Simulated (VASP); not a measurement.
# HfO2 (Fm-3m) in VASP: further runs, part 2 of 2

VASP 6.6.1. The steps go on from the part before.

## (4) Single point, PBE

Input file INCAR:

```
SYSTEM = HfO2
PREC     = Accurate       ! precision mode
ENCUT    = 520            ! plane-wave cutoff, eV
EDIFF    = 1E-7           ! SCF threshold, eV
ISMEAR   = 0              ! smearing method
SIGMA    = 0.02           ! smearing width, eV
LREAL    = .False.        ! projectors in reciprocal space
LASPH    = .True.         ! aspherical terms in the spheres
NELM     = 100            ! most SCF steps
ALGO     = Normal         ! electronic algorithm
ISIF     = 2              ! what is computed and relaxed
LWAVE    = .False.        ! write WAVECAR
LCHARG   = .False.        ! write CHGCAR
GGA      = PE             ! functional
NBANDS   = 18             ! bands
```

Input file KPOINTS:

```
Automatic mesh
0
Gamma
  8 8 8
  0 0 0
```

Input file POSCAR:

```
HfO2
1.0
    0.0000000000      2.5488057608      2.5488057608
    2.5488057608      0.0000000000      2.5488057608
    2.5488057608      2.5488057608      0.0000000000
Hf O
1 2
Direct
    0.0000000000      0.0000000000      0.0000000000
    0.2500000000      0.2500000000      0.2500000000
    0.7500000000      0.7500000000      0.7500000000
```

Potentials or basis: VASP PAW PBE potentials, release 64 (Hf_pv, O).

On the command line:

```console
$ cat potpaw_PBE.64/Hf_pv/POTCAR potpaw_PBE.64/O/POTCAR > POTCAR
$ mpirun -np 1 vasp_std > vasp.out
```

OUTCAR:

```text
SYSTEM = HfO2
   PREC = Accurate
   ENCUT = 520
   EDIFF = 1E-7
   ISMEAR = 0
   LREAL = .False.
   LASPH = .True.
   NELM = 100
   ISIF = 2
   GGA = PE

 ion  position               nearest neighbor table
   1  0.000  0.000  0.000-   3 2.21   3 2.21   3 2.21   2 2.21   2 2.21   2 2.21   3 2.21   2 2.21

   2  0.250  0.250  0.250-   1 2.21   1 2.21   1 2.21   1 2.21
   3  0.750  0.750  0.750-   1 2.21   1 2.21   1 2.21   1 2.21

  LATTYP: Found a face centered cubic cell.
 ALAT       =     5.0976115216

  Lattice vectors:

 A1 = (   0.0000000000,   2.5488057608,   2.5488057608)
 A2 = (   2.5488057608,   0.0000000000,   2.5488057608)
 A3 = (   2.5488057608,   2.5488057608,   0.0000000000)

Analysis of symmetry for initial positions (statically):
=====================================================================
 Subroutine PRICEL returns:
 Original cell was already a primitive cell.

 Routine SETGRP: Setting up the symmetry group for a
 face centered cubic supercell.

 Subroutine GETGRP returns: Found 48 space group operations
[... 161 lines left out ...]
  ext. energy  EPLUGINS =         0.00000000
  ---------------------------------------------------
  free energy    TOTEN  =       -30.24335935 eV

  energy without entropy =      -30.24335935  energy(sigma->0) =      -30.24335935

 E-fermi :   4.2542     XC(G=0): -11.7515

 val. band max:        4.1406208044   @ k =   0.5000   0.5000   0.0000
 cond. band min:       7.8979266430   @ k =   0.5000   0.5000   0.0000
 fundamental gap:      3.7573058386
 Fermi energy:         4.2541962220

 k-point     1 :       0.0000    0.0000    0.0000
  band No.  band energies     occupation
      1     -25.6222      2.00000
      2     -25.6222      2.00000
      3     -25.6222      2.00000
      4     -14.4906      2.00000
      5     -11.5384      2.00000
      6      -1.1026      2.00000
[... 481 lines left out ...]
      5     -12.4219      2.00000
      6      -0.6062      2.00000
[... 10 lines left out ...]
     17      15.0273      0.00000
     18      16.9702      0.00000

 [... further k-points ...]
[... 5 lines left out ...]
  --------------------------------------------------------------------------------------
  -------------------------------------------------------------------------------------
  Total       -0.7512826     -0.7512826     -0.7512826      0.0000000      0.0000000      0.0000000
  in kB      -36.3474295    -36.3474295    -36.3474295      0.0000000      0.0000000      0.0000000
  external PRESSURE =     -36.3474295 kB  Pullay stress =       0.0000000 kB

 VOLUME and BASIS-vectors are now :
 -----------------------------------------------------------------------------
  energy-cutoff  :      520.00
  volume of cell :       33.12
      direct lattice vectors                 reciprocal lattice vectors
     0.000000000  2.548805761  2.548805761    -0.196170304  0.196170304  0.196170304
     2.548805761  0.000000000  2.548805761     0.196170304 -0.196170304  0.196170304
     2.548805761  2.548805761  0.000000000     0.196170304  0.196170304 -0.196170304

 POSITION                                       TOTAL-FORCE (eV/Angst)
 -----------------------------------------------------------------------------------
      0.00000      0.00000      0.00000        -0.000000     -0.000000     -0.000000
      1.27440      1.27440      1.27440        -0.000000     -0.000000     -0.000000
      3.82321      3.82321      3.82321         0.000000      0.000000      0.000000
 -----------------------------------------------------------------------------------
    total drift:                                0.000000      0.000000      0.000000

  FREE ENERGIE OF THE ION-ELECTRON SYSTEM (eV)
  ---------------------------------------------------
  free  energy   TOTEN  =       -30.2433593502 eV

  energy  without entropy=      -30.2433593502  energy(sigma->0) =      -30.24335935
```

Run time: 12 s. Hardware: 1 thread of Intel Xeon Platinum 8488C (Sapphire Rapids), shared host; peak memory 0.16 GiB.

Results:

| Item | Value |
| --- | --- |
| Free energy | -30.2434 eV |
| Pressure | -3.6 GPa |
| Band gap on the k mesh | 3.76 eV, direct |

Caveat: spin-orbit coupling is left out, which moves the levels of the heavy elements. A k mesh can miss the band edges.

## (5) Overview

| spin | cell | k mesh | smearing | gap on the mesh (eV) | pressure (GPa) |
| --- | --- | --- | --- | --- | --- |
| non-collinear, zero start, SOC | a = 3.605 Å, angles 60.0°, 3 atoms | 8 × 8 × 8 | gaussian 0.02 eV | - | -3.5 |
| off | a = 3.617 Å, angles 60.0°, 3 atoms | 6 × 6 × 6 | gaussian 0.1 eV | 3.73 | -6.0 |
| off | a = 3.605 Å, angles 60.0°, 3 atoms | 8 × 8 × 8 | gaussian 0.02 eV | 3.76 | -3.6 |

Alike in all rows: task single point; level PBE; potentials or basis VASP PAW PBE potentials, release 64 (Hf_pv, O); cutoff (eV) 520.

Caveats: spin-orbit coupling is left out, which moves the levels of the heavy elements (some runs).

Absolute energies hang on the potentials; compare differences alone.
